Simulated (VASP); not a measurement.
Wanted: the native input for a VASP 6.6.1 run.

```
Task                   : single point
Functional             : r2SCAN
Potentials or basis    : VASP PAW PBE potentials, release 64 (Ca_sv, Ba_sv, S)
Cutoff                 : 520 eV
k mesh                 : 6 × 6 × 6
Occupations            : fermi-dirac, width 0.02 eV
Spin                   : no spin polarisation
Dipole correction      : no
Further INCAR settings : ALGO = Normal; EDIFF = 1e-07; NBANDS = 24
```

BaCaS2:

```
CELL_PARAMETERS angstrom
2.13736 1.23401 7.04183
-2.13736 1.23401 7.04183
0.00000 -2.46801 7.04183
ATOMIC_POSITIONS crystal
Ca 0.00000 0.00000 0.00000
Ba 0.50000 0.50000 0.50000
S 0.25909 0.25909 0.25909
S 0.74091 0.74091 0.74091
```

These files were run (other wordings do the same):

POSCAR

```
BaCaS2
1.0
    2.1373611144      1.2340060148      7.0418321904
   -2.1373611144      1.2340060148      7.0418321904
    0.0000000000     -2.4680120296      7.0418321904
Ca Ba S
1 1 2
Direct
    1.0000000000      0.0000000000      0.0000000000
    0.5000000000      0.5000000000      0.5000000000
    0.2590901373      0.2590901373      0.2590901373
    0.7409098627      0.7409098627      0.7409098627
```

INCAR.step1

```
SYSTEM = BaCaS2
PREC = Accurate
ENCUT = 520
ISMEAR = -1
SIGMA = 0.02
LREAL = .False.
LASPH = .True.
NELM = 60
NBANDS = 24
GGA = PE
ALGO = Normal
EDIFF = 1E-4
LWAVE = .True.
LCHARG = .False.
```

INCAR.step2

```
SYSTEM = BaCaS2
PREC = Accurate
ENCUT = 520
EDIFF = 1E-7
ISMEAR = -1
SIGMA = 0.02
LREAL = .False.
LASPH = .True.
NELM = 60
ALGO = Normal
ISIF = 2
LWAVE = .False.
LCHARG = .True.
METAGGA = R2SCAN
LMIXTAU = .True.
LELF = .True.
LVHAR = .True.
NBANDS = 24
ISTART = 1
```

KPOINTS

```
Automatic mesh
0
Gamma
  6 6 6
  0 0 0
```

Potentials or basis: VASP PAW PBE potentials, release 64 (Ca_sv, Ba_sv, S).

The run is started by

```bash
$ cat potpaw_PBE.64/Ca_sv/POTCAR potpaw_PBE.64/Ba_sv/POTCAR potpaw_PBE.64/S/POTCAR > POTCAR
$ cp INCAR.step1 INCAR
$ mpirun -np 1 vasp_std > vasp.out
$ cp INCAR.step2 INCAR
$ mpirun -np 1 vasp_std > vasp.out
```

It gave:

```
Pressure               : 0.5 GPa
Largest force          : 0.056 eV/Å
Band gap on the k mesh : 2.43 eV (least direct gap 2.89 eV)
```

Caveat: the PAW data sets were made with another functional, which shifts forces and pressure a little; spin-orbit coupling is left out, which moves the levels of the heavy elements.

It took 14 min on 1 thread of AMD EPYC 7R13 Processor (Zen 3), on a shared host, peak memory 0.49 GiB.
